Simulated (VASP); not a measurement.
# Rb (Fd-3m) in VASP: single point with r2SCAN

Aim: the single point of Rb with r2SCAN.

Program: VASP 6.6.1. These are calculated values, not measurements. Logs are shortened: lines on timing, memory, paths and dates and some standing lists are left out, and cuts for length are marked.

## (1) The cell of the first run

The structure is cubic, space group Fd-3m (No. 227). The conventional cell has a = 10.418 Å, b = 10.418 Å, c = 10.418 Å, α = 90.00°, β = 90.00°, γ = 90.00°.

## (2) Single point, r2SCAN

Input file POSCAR:

```
Rb
1.0
    0.0000000000      5.2088797253      5.2088797253
    5.2088797253      0.0000000000      5.2088797253
    5.2088797253      5.2088797253      0.0000000000
Rb
2
Direct
    0.5000000000      0.5000000000      0.5000000000
    0.7500000000      0.7500000000      0.7500000000
```

Input file INCAR.step1:

```
ALGO = Normal ; EDIFF = 1E-4
ENCUT = 520 ; GGA = PE
ISMEAR = 0 ; LASPH = T
LCHARG = F ; LREAL = F
LWAVE = T ; NBANDS = 16
NELM = 100 ; PREC = Accurate
SIGMA = 0.1
```

Input file INCAR.step2:

```
ALGO = Normal ; EDIFF = 1E-7
ENCUT = 520 ; ISIF = 2
ISMEAR = 0 ; ISTART = 1
LASPH = T ; LCHARG = F
LMIXTAU = T ; LREAL = F
LWAVE = F ; METAGGA = R2SCAN
NBANDS = 16 ; NELM = 100
PREC = Accurate ; SIGMA = 0.1
```

Input file KPOINTS:

```
k-points
0
Gamma
  10 10 10
```

Potentials or basis: VASP PAW PBE potentials, release 64 (Rb_sv).

Started as:

```
> cat potpaw_PBE.64/Rb_sv/POTCAR > POTCAR
> cp INCAR.step1 INCAR
> mpirun -np 1 vasp_std > vasp.out
> cp INCAR.step2 INCAR
> mpirun -np 1 vasp_std > vasp.out
```

OUTCAR:

```text
EDIFF = 1E-7
   ENCUT = 520
   ISIF = 2
   ISMEAR = 0
   ISTART = 1
   LASPH = T
   LREAL = F
   METAGGA = R2SCAN
   NELM = 100
   PREC = Accurate

 ion  position               nearest neighbor table
   1  0.500  0.500  0.500-   2 4.51   2 4.51   2 4.51   2 4.51
   2  0.750  0.750  0.750-   1 4.51   1 4.51   1 4.51   1 4.51

  LATTYP: Found a face centered cubic cell.
 ALAT       =    10.4177594506

  Lattice vectors:

 A1 = (   0.0000000000,   5.2088797253,   5.2088797253)
 A2 = (   5.2088797253,   0.0000000000,   5.2088797253)
 A3 = (   5.2088797253,   5.2088797253,   0.0000000000)

Analysis of symmetry for initial positions (statically):
=====================================================================
 Subroutine PRICEL returns:
 Original cell was already a primitive cell.

 Routine SETGRP: Setting up the symmetry group for a
 face centered cubic supercell.

 Subroutine GETGRP returns: Found 48 space group operations
 (whereof 24 operations were pure point group operations)
 out of a pool of 48 trial point group operations.

The static configuration has the point symmetry T_d .
 The point group associated with its full space group is O_h .

Analysis of symmetry for dynamics (positions and initial velocities):
=====================================================================
 Subroutine PRICEL returns:
 Original cell was already a primitive cell.

 Routine SETGRP: Setting up the symmetry group for a
 face centered cubic supercell.

 Subroutine GETGRP returns: Found 48 space group operations
 (whereof 24 operations were pure point group operations)
 out of a pool of 48 trial point group operations.

The dynamic configuration has the point symmetry T_d .
 The point group associated with its full space group is O_h .

 Subroutine INISYM returns: Found 48 space group operations
 (whereof 24 operations are pure point group operations),
 and found     1 'primitive' translations

----------------------------------------------------------------------------------------

                                     Primitive cell

  volume of cell :     282.6591

  direct lattice vectors                    reciprocal lattice vectors
     0.000000000  5.208879725  5.208879725    -0.095989930  0.095989930  0.095989930
     5.208879725  0.000000000  5.208879725     0.095989930 -0.095989930  0.095989930
     5.208879725  5.208879725  0.000000000     0.095989930  0.095989930 -0.095989930

  length of vectors
     7.366468352  7.366468352  7.366468352     0.166259436  0.166259436  0.166259436

  position of ions in fractional coordinates (direct lattice)
     0.500000000  0.500000000  0.500000000
     0.750000000  0.750000000  0.750000000

  ion indices of the primitive-cell ions
   primitive index   ion index
                 1           1
                 2           2

----------------------------------------------------------------------------------------

 KPOINTS: k-points

Automatic generation of k-mesh.
 Grid dimensions read from file:
 generate k-points for:   10   10   10

 Generating k-lattice:

  Cartesian coordinates                     Fractional coordinates (reciprocal lattice)
    -0.009598993  0.009598993  0.009598993     0.100000000  0.000000000  0.000000000
     0.009598993 -0.009598993  0.009598993     0.000000000  0.100000000  0.000000000
     0.009598993  0.009598993 -0.009598993     0.000000000  0.000000000  0.100000000

  Length of vectors
     0.016625944  0.016625944  0.016625944

  Shift w.r.t. Gamma in fractional coordinates (k-lattice)
     0.000000000  0.000000000  0.000000000

 Subroutine IBZKPT returns following result:
 ===========================================

 Found     47 irreducible k-points:

 Following reciprocal coordinates:
            Coordinates               Weight
  0.000000  0.000000  0.000000      1.000000
  0.100000  0.000000  0.000000      8.000000
  0.200000  0.000000  0.000000      8.000000
  0.300000  0.000000  0.000000      8.000000
  0.400000  0.000000  0.000000      8.000000
  0.500000  0.000000  0.000000      4.000000
[... 16 lines left out ...]
  0.300000  0.300000  0.000000      6.000000
  0.400000  0.300000  0.000000     24.000000
 [... further k-points ...]
   k-points           NKPTS =     47   k-points in BZ     NKDIM =     47   number of bands    NBANDS=     16
   number of dos      NEDOS =    301   number of ions     NIONS =      2
   total plane-waves  NPLWV = 175616
   dimension x,y,z NGX =    56 NGY =   56 NGZ =   56
   dimension x,y,z NGXF=   112 NGYF=  112 NGZF=  112
   ions per type =               2
   NGX,Y,Z   is equivalent  to a cutoff of  12.64, 12.64, 12.64 a.u.
   NGXF,Y,Z  is equivalent  to a cutoff of  25.28, 25.28, 25.28 a.u.
 SYSTEM =  unknown system
   PREC   = accura    normal or accurate (medium, high low for compatibility)
   ISTART =      1    job   : 0-new  1-cont  2-samecut
   ICHARG =      0    charge: 1-file 2-atom 10-const
   ISPIN  =      1    spin polarized calculation?
   LNONCOLLINEAR =      F non collinear calculations
   LSORBIT =      F    spin-orbit coupling
   LASPH  =      T    aspherical Exc in radial PAW
   ENCUT  =  520.0 eV  38.22 Ry    6.18 a.u.  13.70 13.70 13.70*2*pi/ulx,y,z
   NELM   =    100;   NELMIN=  2; NELMDL=  0     # of ELM steps
   EDIFF  = 0.1E-06   stopping-criterion for ELM
   LREAL  =      F    real-space projection
   EDIFFG = 0.1E-05   stopping-criterion for IOM
   NSW    =      0    number of steps for IOM
   IBRION =     -1    ionic relax: 0-MD 1-quasi-New 2-CG
   NFREE  =      0    steps in history (QN), initial steepest desc. (CG)
   ISIF   =      2    stress and relaxation
   ISYM   =      2    0-nonsym 1-usesym 2-fastsym
   POTIM  = 0.5000    time-step for ionic-motion
   TEBEG  =    0.0;   TEEND  =   0.0 temperature during run
   PSTRESS=    0.0 pullay stress
   NELECT =      18.0000    total number of electrons
   NUPDOWN=      -1.0000    fix difference up-down
   EMIN   =  10.00;   EMAX   =-10.00  energy-range for DOS
   EFERMI =   0.00;   METHOD = LEGACY
   ISMEAR =     0;   SIGMA  =   0.10  broadening in eV -4-tet -1-fermi 0-gaus
   EFERMI_NEDOS =   21; number of points for ismear=-14 and -15
   IALGO  =     38    algorithm
   IMIX   =      4    mixing-type and parameters
     AMIX     =   0.40;   BMIX     =  1.00
     AMIX_MAG =   1.60;   BMIX_MAG =  1.00
  volume/ion in A,a.u.               =     141.33       953.74
  Fermi-wavevector in a.u.,A,eV,Ry     =   0.653749  1.235407  5.814971  0.427388
  Thomas-Fermi vector in A             =   1.724089
   LORBIT       =      0    0 simple, 1 ext, 2 COOP (PROOUT), +10 PAW based schemes
   METAGGA = R2SCAN    functional components
   LHFCALC =     F    Hartree Fock is set to
   AEXX    =    0.0000 exact exchange contribution
   IVDW    =     0    specifies the selected vdW correction
   LEPSILON=     F    determine dielectric tensor
   LRPA    =     F    only Hartree local field effects (RPA)
 non-spin polarized calculation
 Gauss-broadening in eV      SIGMA  =   0.10
  energy-cutoff  :      520.00
  volume of cell :      282.66
 maximum number of plane-waves:      7648
   NGX = 27   NGY = 27   NGZ = 27

 number of electron      18.0000000 magnetization

 Free energy of the ion-electron system (eV)
  ---------------------------------------------------
  ext. energy  EPLUGINS =         0.00000000
  ---------------------------------------------------
  free energy    TOTEN  =       -27.22679486 eV

  energy without entropy =      -27.21878334  energy(sigma->0) =      -27.22278910

 E-fermi :  -0.6356     XC(G=0):  -4.6143

 val. band max:       -0.6392549111   @ k =  -0.4000   0.2000   0.1000
 cond. band min:      -0.6280142269   @ k =   0.5000   0.5000   0.0000
 fundamental gap:      0.0112406842
 Fermi energy:        -0.6355636162

 k-point     1 :       0.0000    0.0000    0.0000
  band No.  band energies     occupation
      1     -31.2446      2.00000
      2     -31.2323      2.00000
      3     -14.8028      2.00000
      4     -14.8028      2.00000
      5     -14.8028      2.00000
      6     -14.7295      2.00000
[... 8 lines left out ...]
     15       1.7953      0.00000
     16       1.7953      0.00000

 k-point     2 :       0.1000    0.0000    0.0000
  band No.  band energies     occupation
      1     -31.2443      2.00000
      2     -31.2325      2.00000
      3     -14.8037      2.00000
      4     -14.8037      2.00000
      5     -14.8027      2.00000
      6     -14.7299      2.00000
[... 8 lines left out ...]
     15       1.8045      0.00000
     16       1.8670      0.00000

 k-point     3 :       0.2000    0.0000    0.0000
  band No.  band energies     occupation
      1     -31.2437      2.00000
      2     -31.2332      2.00000
      3     -14.8057      2.00000
      4     -14.8057      2.00000
      5     -14.8023      2.00000
      6     -14.7308      2.00000
[... 8 lines left out ...]
     15       1.7378      0.00000
     16       2.0183      0.00000

 k-point     4 :       0.3000    0.0000    0.0000
  band No.  band energies     occupation
      1     -31.2428      2.00000
      2     -31.2341      2.00000
      3     -14.8082      2.00000
      4     -14.8082      2.00000
      5     -14.8018      2.00000
      6     -14.7319      2.00000
[... 8 lines left out ...]
     15       1.7158      0.00000
     16       2.1994      0.00000

 k-point     5 :       0.4000    0.0000    0.0000
  band No.  band energies     occupation
      1     -31.2419      2.00000
      2     -31.2350      2.00000
      3     -14.8100      2.00000
      4     -14.8100      2.00000
      5     -14.8014      2.00000
      6     -14.7328      2.00000
[... 8 lines left out ...]
     15       1.7010      0.00000
     16       2.3691      0.00000

 k-point     6 :       0.5000    0.0000    0.0000
  band No.  band energies     occupation
      1     -31.2415      2.00000
      2     -31.2354      2.00000
      3     -14.8107      2.00000
      4     -14.8107      2.00000
      5     -14.8013      2.00000
      6     -14.7331      2.00000
[... 8 lines left out ...]
     15       1.6950      0.00000
     16       2.4460      0.00000

 k-point     7 :       0.1000    0.1000    0.0000
  band No.  band energies     occupation
      1     -31.2443      2.00000
      2     -31.2326      2.00000
      3     -14.8046      2.00000
      4     -14.8046      2.00000
      5     -14.8011      2.00000
      6     -14.7314      2.00000
[... 8 lines left out ...]
     15       1.7983      0.00000
     16       1.9682      0.00000

 k-point     8 :       0.2000    0.1000    0.0000
  band No.  band energies     occupation
      1     -31.2438      2.00000
      2     -31.2331      2.00000
      3     -14.8068      2.00000
      4     -14.8067      2.00000
      5     -14.7996      2.00000
      6     -14.7333      2.00000
[... 8 lines left out ...]
     15       1.8370      0.00000
     16       2.0425      0.00000

 k-point     9 :       0.3000    0.1000    0.0000
  band No.  band energies     occupation
      1     -31.2429      2.00000
      2     -31.2339      2.00000
      3     -14.8094      2.00000
      4     -14.8092      2.00000
      5     -14.7983      2.00000
      6     -14.7351      2.00000
[... 8 lines left out ...]
     15       1.8513      0.00000
     16       2.1075      0.00000
[... 172 lines left out ...]
 k-point    19 :       0.5000    0.2000    0.0000
  band No.  band energies     occupation
      1     -31.2409      2.00000
      2     -31.2360      2.00000
      3     -14.8169      2.00000
      4     -14.8136      2.00000
      5     -14.7886      2.00000
      6     -14.7453      2.00000
[... 8 lines left out ...]
     15       2.0215      0.00000
     16       2.5152      0.00000

 k-point    20 :      -0.4000    0.2000    0.0000
  band No.  band energies     occupation
      1     -31.2408      2.00000
      2     -31.2361      2.00000
      3     -14.8178      2.00000
      4     -14.8127      2.00000
      5     -14.7891      2.00000
      6     -14.7447      2.00000
[... 8 lines left out ...]
     15       2.1201      0.00000
     16       2.4207      0.00000

 k-point    21 :      -0.3000    0.2000    0.0000
  band No.  band energies     occupation
      1     -31.2415      2.00000
      2     -31.2354      2.00000
      3     -14.8167      2.00000
      4     -14.8107      2.00000
      5     -14.7919      2.00000
      6     -14.7418      2.00000
[... 8 lines left out ...]
     15       2.1075      0.00000
     16       2.2131      0.00000

 k-point    22 :      -0.2000    0.2000    0.0000
  band No.  band energies     occupation
      1     -31.2425      2.00000
      2     -31.2344      2.00000
      3     -14.8138      2.00000
      4     -14.8083      2.00000
      5     -14.7959      2.00000
      6     -14.7376      2.00000
[... 8 lines left out ...]
     15       2.0390      0.00000
     16       2.0417      0.00000

 k-point    23 :       0.3000    0.3000    0.0000
  band No.  band energies     occupation
      1     -31.2420      2.00000
      2     -31.2348      2.00000
      3     -14.8138      2.00000
      4     -14.8138      2.00000
      5     -14.7884      2.00000
      6     -14.7454      2.00000
[... 8 lines left out ...]
     15       2.2116      0.00000
     16       2.4149      0.00000

 k-point    24 :       0.4000    0.3000    0.0000
  band No.  band energies     occupation
      1     -31.2412      2.00000
      2     -31.2357      2.00000
      3     -14.8162      2.00000
      4     -14.8156      2.00000
      5     -14.7840      2.00000
      6     -14.7501      2.00000
[... 8 lines left out ...]
     15       2.2649      0.00000
     16       2.4828      0.00000

 [... further k-points ...]

------------------------ aborting loop because EDIFF is reached ----------------------------------------

  FORCE on cell =-STRESS in cart. coord.  units (eV):
  Direction    XX          YY          ZZ          XY          YZ          ZX
  --------------------------------------------------------------------------------------
  -------------------------------------------------------------------------------------
  Total        0.0086749      0.0086749      0.0086749     -0.0000000      0.0000000      0.0000000
  in kB        0.0491716      0.0491716      0.0491716     -0.0000000      0.0000000      0.0000000
  external PRESSURE =       0.0491716 kB  Pullay stress =       0.0000000 kB

 VOLUME and BASIS-vectors are now :
 -----------------------------------------------------------------------------
  energy-cutoff  :      520.00
  volume of cell :      282.66
      direct lattice vectors                 reciprocal lattice vectors
     0.000000000  5.208879725  5.208879725    -0.095989930  0.095989930  0.095989930
     5.208879725  0.000000000  5.208879725     0.095989930 -0.095989930  0.095989930
     5.208879725  5.208879725  0.000000000     0.095989930  0.095989930 -0.095989930

 POSITION                                       TOTAL-FORCE (eV/Angst)
 -----------------------------------------------------------------------------------
      5.20888      5.20888      5.20888        -0.000000     -0.000000     -0.000000
      7.81332      7.81332      7.81332         0.000000      0.000000      0.000000
 -----------------------------------------------------------------------------------
    total drift:                               -0.000000      0.000000      0.000000

  FREE ENERGIE OF THE ION-ELECTRON SYSTEM (eV)
  ---------------------------------------------------
  free  energy   TOTEN  =       -27.2267948636 eV

  energy  without entropy=      -27.2187833351  energy(sigma->0) =      -27.22278910
```

It took 14 min on 1 thread of Intel Xeon 6975P-C (Granite Rapids), shared host; peak memory 0.55 GiB.

What came out:

```yaml
Free_energy: -27.2268 eV
Pressure: 0.0 GPa
Band_gap_on_the_k_mesh: zero (band 9 reaches -0.46 eV, above the bottom of band 10 at -0.74 eV)
```

Levels at points of the mesh, in eV from the Fermi level:
```
           k point  band 5  band 6  band 7  band 8  band 9  band 10  band 11  band 12  band 13  band 14
(0.00, 0.00, 0.00)  -14.17  -14.09  -14.09  -14.09   -1.63     2.16     2.16     2.16     2.38     2.38
(0.50, 0.00, 0.00)  -14.17  -14.10  -14.09  -14.09   -0.60    -0.10     1.85     1.85     2.26     2.33
(0.50, 0.50, 0.00)  -14.13  -14.13  -14.08  -14.08    0.01     0.01     1.24     1.24     1.59     1.59
```

Caveat: the PAW data sets were made with another functional, which shifts forces and pressure a little.
